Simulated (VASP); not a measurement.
## Mn: single point with PBEsol

Crystal: Mn.

```
Mn
1.0
     0.00000    2.31616    2.31616
     2.31616    0.00000    2.31616
     2.31616    2.31616    0.00000
Mn
2
Cartesian
  0.0000 0.0000 0.0000
  2.3162 2.3162 2.3162
```

- Program: VASP 6.6.1
- Task: single point
- Functional: PBEsol
- Potentials or basis: VASP PAW PBE potentials, release 64 (Mn_pv)
- Cutoff: 520 eV
- k mesh: 12 × 12 × 12
- Occupations: fermi-dirac, width 0.05 eV
- Spin: collinear spin, antiferromagnetic start
- Starting moments: [3.0, -3.0] μB
- Dipole correction: no
- Further INCAR settings: ALGO = Normal; EDIFF = 1e-06; NBANDS = 24

```
Pressure                                              : 0.3 GPa
Band gap on the k mesh                                : zero (filled and empty bands overlap)
Net moment                                            : 0.00 μB per cell
Site moments                                          : Mn +2.04, -2.04 μB
Valence electrons inside the program's atomic spheres : Mn 11.94
```

Levels at points of the mesh, in eV from the Fermi level:
Spin up:
| k point | band 10 | band 11 | band 12 | band 13 | band 14 | band 15 | band 16 | band 17 |
| --- | --- | --- | --- | --- | --- | --- | --- | --- |
| (0.00, 0.00, 0.00) | -3.56 | -3.56 | -3.56 | 1.62 | 1.62 | 1.62 | 2.78 | 2.78 |
| (0.50, 0.00, 0.00) | -2.32 | -1.31 | -1.31 | -0.85 | -0.85 | 0.60 | 0.64 | 0.64 |
| (0.50, 0.50, 0.00) | -2.28 | -1.30 | -1.22 | -1.22 | 1.02 | 1.02 | 1.68 | 2.71 |
Spin down:
```tsv
k point	band 10	band 11	band 12	band 13	band 14	band 15	band 16	band 17
(0.00, 0.00, 0.00)	-3.56	-3.56	-3.56	1.62	1.62	1.62	2.78	2.78
(0.50, 0.00, 0.00)	-2.32	-1.31	-1.31	-0.85	-0.85	0.60	0.64	0.64
(0.50, 0.50, 0.00)	-2.28	-1.30	-1.22	-1.22	1.02	1.02	1.68	2.71
```

Wall time 40 s on 1 thread of Intel(R) Xeon(R) Platinum 8259CL CPU @ 2.50GHz (Skylake/Cascade Lake), with other jobs on the host, peak memory 0.18 GiB.

Caveat: the PAW data sets were made with another functional, which shifts forces and pressure a little.
